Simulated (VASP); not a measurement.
# LaTa3O (P6/mmm) in VASP: single point with PBE

Aim: the single point of LaTa3O with PBE.

Program: VASP 6.6.1. These are calculated values, not measurements. Logs are shortened: lines on timing, memory, paths and dates and some standing lists are left out, and cuts for length are marked.

## (1) The cell of the first run

It takes space group P6/mmm (No. 191, hexagonal). Conventional cell: a = 4.722 Å, b = 4.722 Å, c = 5.745 Å, α = 90.00°, β = 90.00°, γ = 120.00°. La (site symmetry 6/mmm) has 2 O at 2.87 Å and 12 Ta at 3.72 Å within 3.8 Å. Ta (site symmetry mmm) has 4 Ta at 2.36 Å and 2 O at 2.36 Å within 3.1 Å. Within 3.1 Å of O (site symmetry 6/mmm) lie 6 Ta at 2.36 Å and 2 La at 2.87 Å.

The cell was built from a structure type or drawn by symmetry, and may not be a known phase.

## (2) Single point, PBE

Contents of INCAR:

```
  PREC = Accurate
  ENCUT = 520
  EDIFF = 1E-6
  ISMEAR = 0
  SIGMA = 0.1
  LREAL = False
  LASPH = True
  NELM = 60
  ALGO = Normal
  ISIF = 2
  LWAVE = False
  LCHARG = False
  GGA = PE
  NBANDS = 33
```

Contents of KPOINTS:

```
regular mesh
0
Gamma
  6 6 4
```

Contents of POSCAR:

```
LaTa3O
1.0
    4.7220632500      0.0000000000      0.0000000000
   -2.3610316300      4.0894267300      0.0000000000
    0.0000000000      0.0000000000      5.7452557200
La Ta O
1 3 1
Direct
    0.0000000000      0.0000000000      0.5000000000
    0.5000000000      0.0000000000      0.0000000000
    0.0000000000      0.5000000000      0.0000000000
    0.5000000000      0.5000000000      0.0000000000
    0.0000000000      0.0000000000      0.0000000000
```

Potentials or basis: VASP PAW PBE potentials, release 64 (La, Ta_pv, O).

Command:

```console
$ cat potpaw_PBE.64/La/POTCAR potpaw_PBE.64/Ta_pv/POTCAR potpaw_PBE.64/O/POTCAR > POTCAR
$ mpirun -np 1 vasp_std > vasp.out
```

OUTCAR:

```text
PREC = Accurate
   ENCUT = 520
   EDIFF = 1E-6
   ISMEAR = 0
   LREAL = False
   LASPH = True
   NELM = 60
   ISIF = 2
   GGA = PE

 ion  position               nearest neighbor table
   1  0.000  0.000  0.500-
   2  0.500  0.000  0.000-   3 2.36   3 2.36   5 2.36   5 2.36   4 2.36   4 2.36
   3  0.000  0.500  0.000-   2 2.36   2 2.36   4 2.36   4 2.36   5 2.36   5 2.36
   4  0.500  0.500  0.000-   5 2.36   5 2.36   3 2.36   3 2.36   2 2.36   2 2.36
   5  0.000  0.000  0.000-   4 2.36   4 2.36   2 2.36   2 2.36   3 2.36   3 2.36

  LATTYP: Found a hexagonal cell.
 ALAT       =     4.7220632500
 C/A-ratio  =     1.2166833471

  Lattice vectors:

 A1 = (   4.7220632500,   0.0000000000,   0.0000000000)
 A2 = (  -2.3610316300,   4.0894267300,   0.0000000000)
 A3 = (   0.0000000000,   0.0000000000,   5.7452557200)

Analysis of symmetry for initial positions (statically):
=====================================================================
 Subroutine PRICEL returns:
 Original cell was already a primitive cell.

 Routine SETGRP: Setting up the symmetry group for a
 hexagonal supercell.

 Subroutine GETGRP returns: Found 24 space group operations
 (whereof 24 operations were pure point group operations)
 out of a pool of 24 trial point group operations.

The static configuration has the point symmetry D_6h.

Analysis of symmetry for dynamics (positions and initial velocities):
=====================================================================
 Subroutine PRICEL returns:
 Original cell was already a primitive cell.

 Routine SETGRP: Setting up the symmetry group for a
 hexagonal supercell.

 Subroutine GETGRP returns: Found 24 space group operations
 (whereof 24 operations were pure point group operations)
 out of a pool of 24 trial point group operations.

The dynamic configuration has the point symmetry D_6h.

 Subroutine INISYM returns: Found 24 space group operations
 (whereof 24 operations are pure point group operations),
 and found     1 'primitive' translations

----------------------------------------------------------------------------------------

                                     Primitive cell

  volume of cell :     110.9439

  direct lattice vectors                    reciprocal lattice vectors
     4.722063250  0.000000000  0.000000000     0.211771835  0.122266526  0.000000000
    -2.361031630  4.089426730  0.000000000     0.000000000  0.244533052  0.000000000
     0.000000000  0.000000000  5.745255720     0.000000000  0.000000000  0.174056656

  length of vectors
     4.722063250  4.722063250  5.745255720     0.244533052  0.244533052  0.174056656

  position of ions in fractional coordinates (direct lattice)
     0.000000000  0.000000000  0.500000000
     0.500000000  0.000000000  0.000000000
     1.000000000  0.500000000  0.000000000
     0.500000000  0.500000000  0.000000000
     0.000000000  0.000000000  0.000000000

  ion indices of the primitive-cell ions
   primitive index   ion index
                 1           1
                 2           2
                 3           3
                 4           4
                 5           5

----------------------------------------------------------------------------------------

 KPOINTS: regular mesh

Automatic generation of k-mesh.
 Grid dimensions read from file:
 generate k-points for:    6    6    4

 Generating k-lattice:

  Cartesian coordinates                     Fractional coordinates (reciprocal lattice)
     0.035295306  0.020377754  0.000000000     0.166666667  0.000000000  0.000000000
     0.000000000  0.040755509  0.000000000     0.000000000  0.166666667  0.000000000
     0.000000000  0.000000000  0.043514164     0.000000000  0.000000000  0.250000000

  Length of vectors
     0.040755509  0.040755509  0.043514164

  Shift w.r.t. Gamma in fractional coordinates (k-lattice)
     0.000000000  0.000000000  0.000000000

 Subroutine IBZKPT returns following result:
 ===========================================

 Found     21 irreducible k-points:

 Following reciprocal coordinates:
            Coordinates               Weight
  0.000000  0.000000  0.000000      1.000000
  0.166667  0.000000  0.000000      6.000000
  0.333333  0.000000  0.000000      6.000000
  0.500000  0.000000  0.000000      3.000000
  0.166667  0.166667  0.000000      6.000000
  0.333333  0.166667  0.000000     12.000000
[... 13 lines left out ...]
  0.333333  0.166667  0.500000     12.000000
  0.333333  0.333333  0.500000      2.000000
   k-points           NKPTS =     21   k-points in BZ     NKDIM =     21   number of bands    NBANDS=     33
   number of dos      NEDOS =    301   number of ions     NIONS =      5
   total plane-waves  NPLWV =  62208
   dimension x,y,z NGX =    36 NGY =   36 NGZ =   48
   dimension x,y,z NGXF=    72 NGYF=   72 NGZF=   96
   ions per type =               1   3   1
   NGX,Y,Z   is equivalent  to a cutoff of  12.67, 12.67, 13.89 a.u.
   NGXF,Y,Z  is equivalent  to a cutoff of  25.35, 25.35, 27.78 a.u.
 SYSTEM =  unknown system
   PREC   = accura    normal or accurate (medium, high low for compatibility)
   ISTART =      0    job   : 0-new  1-cont  2-samecut
   ICHARG =      2    charge: 1-file 2-atom 10-const
   ISPIN  =      1    spin polarized calculation?
   LNONCOLLINEAR =      F non collinear calculations
   LSORBIT =      F    spin-orbit coupling
   LASPH  =      T    aspherical Exc in radial PAW
   ENCUT  =  520.0 eV  38.22 Ry    6.18 a.u.   8.78  8.78 10.68*2*pi/ulx,y,z
   NELM   =     60;   NELMIN=  2; NELMDL= -5     # of ELM steps
   EDIFF  = 0.1E-05   stopping-criterion for ELM
   LREAL  =      F    real-space projection
   EDIFFG = 0.1E-04   stopping-criterion for IOM
   NSW    =      0    number of steps for IOM
   IBRION =     -1    ionic relax: 0-MD 1-quasi-New 2-CG
   NFREE  =      0    steps in history (QN), initial steepest desc. (CG)
   ISIF   =      2    stress and relaxation
   ISYM   =      2    0-nonsym 1-usesym 2-fastsym
   POTIM  = 0.5000    time-step for ionic-motion
   TEBEG  =    0.0;   TEEND  =   0.0 temperature during run
   PSTRESS=    0.0 pullay stress
   NELECT =      50.0000    total number of electrons
   NUPDOWN=      -1.0000    fix difference up-down
   EMIN   =  10.00;   EMAX   =-10.00  energy-range for DOS
   EFERMI =   0.00;   METHOD = LEGACY
   ISMEAR =     0;   SIGMA  =   0.10  broadening in eV -4-tet -1-fermi 0-gaus
   EFERMI_NEDOS =   21; number of points for ismear=-14 and -15
   IALGO  =     38    algorithm
   IMIX   =      4    mixing-type and parameters
     AMIX     =   0.40;   BMIX     =  1.00
     AMIX_MAG =   1.60;   BMIX_MAG =  1.00
  volume/ion in A,a.u.               =      22.19       149.74
  Fermi-wavevector in a.u.,A,eV,Ry     =   1.255154  2.371897 21.434771  1.575411
  Thomas-Fermi vector in A             =   2.388924
   LORBIT       =      0    0 simple, 1 ext, 2 COOP (PROOUT), +10 PAW based schemes
   GGA     = PE    functional components
   LHFCALC =     F    Hartree Fock is set to
   AEXX    =    0.0000 exact exchange contribution
   IVDW    =     0    specifies the selected vdW correction
   LEPSILON=     F    determine dielectric tensor
   LRPA    =     F    only Hartree local field effects (RPA)
 non-spin polarized calculation
 Gauss-broadening in eV      SIGMA  =   0.10
  energy-cutoff  :      520.00
  volume of cell :      110.94
 maximum number of plane-waves:      3039
 NGX is ok and might be reduce to    36
   NGX = 17   NGY = 17   NGZ = 21

 number of electron      49.9999988 magnetization

 Free energy of the ion-electron system (eV)
  ---------------------------------------------------
  ext. energy  EPLUGINS =         0.00000000
  ---------------------------------------------------
  free energy    TOTEN  =       -40.35960812 eV

  energy without entropy =      -40.33788142  energy(sigma->0) =      -40.34874477

 E-fermi :   5.6069     XC(G=0): -10.5044

 val. band max:        5.5819062279   @ k =   0.3333   0.1667   0.2500
 cond. band min:       5.6292719047   @ k =   0.3333   0.0000   0.2500
 fundamental gap:      0.0473656768
 Fermi energy:         5.6069129701

 k-point     1 :       0.0000    0.0000    0.0000
  band No.  band energies     occupation
      1     -31.7249      2.00000
      2     -30.0975      2.00000
      3     -30.0975      2.00000
      4     -28.9060      2.00000
      5     -28.1271      2.00000
      6     -28.1271      2.00000
[... 25 lines left out ...]
     32       7.1837      0.00000
     33       7.2155      0.00000

 k-point     2 :       0.1667    0.0000    0.0000
  band No.  band energies     occupation
      1     -31.5179      2.00000
      2     -30.0697      2.00000
      3     -29.9389      2.00000
      4     -28.8624      2.00000
      5     -28.1761      2.00000
      6     -28.1278      2.00000
[... 25 lines left out ...]
     32       7.1344      0.00000
     33       7.2006      0.00000

 k-point     3 :       0.3333    0.0000    0.0000
  band No.  band energies     occupation
      1     -31.0415      2.00000
      2     -29.8823      2.00000
      3     -29.4943      2.00000
      4     -28.7485      2.00000
      5     -28.3010      2.00000
      6     -28.1504      2.00000
[... 25 lines left out ...]
     32       7.1702      0.00000
     33       7.1730      0.00000

 k-point     4 :       0.5000    0.0000    0.0000
  band No.  band energies     occupation
      1     -30.7956      2.00000
      2     -29.2709      2.00000
      3     -29.1008      2.00000
      4     -28.9533      2.00000
      5     -28.7232      2.00000
      6     -28.6552      2.00000
[... 565 lines left out ...]
     32       7.2053      0.00000
     33       7.2423      0.00000

 k-point    20 :       0.3333    0.1667    0.5000
  band No.  band energies     occupation
      1     -30.6679      2.00000
      2     -29.7955      2.00000
      3     -29.0382      2.00000
      4     -28.9725      2.00000
      5     -28.6568      2.00000
      6     -28.3991      2.00000
[... 25 lines left out ...]
     32       7.1641      0.00000
     33       7.2436      0.00000

 k-point    21 :       0.3333    0.3333    0.5000
  band No.  band energies     occupation
      1     -30.0391      2.00000
      2     -30.0391      2.00000
      3     -29.6331      2.00000
      4     -28.5283      2.00000
      5     -28.5283      2.00000
      6     -28.3439      2.00000
[... 25 lines left out ...]
     32       7.1628      0.00000
     33       7.1634      0.00000

------------------------ aborting loop because EDIFF is reached ----------------------------------------

  FORCE on cell =-STRESS in cart. coord.  units (eV):
  Direction    XX          YY          ZZ          XY          YZ          ZX
  --------------------------------------------------------------------------------------
  -------------------------------------------------------------------------------------
  Total       24.2646016     24.2646015     -6.1402309     -0.0000000     -0.0000000      0.0000000
  in kB      350.4129533    350.4129528    -88.6730586     -0.0000004     -0.0000000      0.0000000
  external PRESSURE =     204.0509492 kB  Pullay stress =       0.0000000 kB

 VOLUME and BASIS-vectors are now :
 -----------------------------------------------------------------------------
  energy-cutoff  :      520.00
  volume of cell :      110.94
      direct lattice vectors                 reciprocal lattice vectors
     4.722063250  0.000000000  0.000000000     0.211771835  0.122266526  0.000000000
    -2.361031630  4.089426730  0.000000000     0.000000000  0.244533052  0.000000000
     0.000000000  0.000000000  5.745255720     0.000000000  0.000000000  0.174056656

 POSITION                                       TOTAL-FORCE (eV/Angst)
 -----------------------------------------------------------------------------------
      0.00000      0.00000      2.87263         0.000000      0.000000      0.000000
      2.36103      0.00000      0.00000        -0.000000      0.000000      0.000000
     -1.18052      2.04471      0.00000         0.000000      0.000000      0.000000
      1.18052      2.04471      0.00000         0.000000      0.000000      0.000000
      0.00000      0.00000      0.00000        -0.000000      0.000000      0.000000
 -----------------------------------------------------------------------------------
    total drift:                                0.000000      0.000000     -0.000000

  FREE ENERGIE OF THE ION-ELECTRON SYSTEM (eV)
  ---------------------------------------------------
  free  energy   TOTEN  =       -40.3596081229 eV

  energy  without entropy=      -40.3378814223  energy(sigma->0) =      -40.34874477
```

Wall time 2.3 min (1 thread of AMD EPYC 7R13, shared host); peak memory 0.26 GiB.

What came out:

```
Free energy            : -40.3596 eV
Pressure               : 20.4 GPa
Band gap on the k mesh : zero (bands 25 and 26 overlap by 0.52 eV)
```

Stress tensor (GPa, compression positive):
```
35.04  0.00  0.00
 0.00 35.04  0.00
 0.00  0.00 -8.87
```

Caveat: the cell stands under pressure; spin-orbit coupling is left out, which moves the levels of the heavy elements.
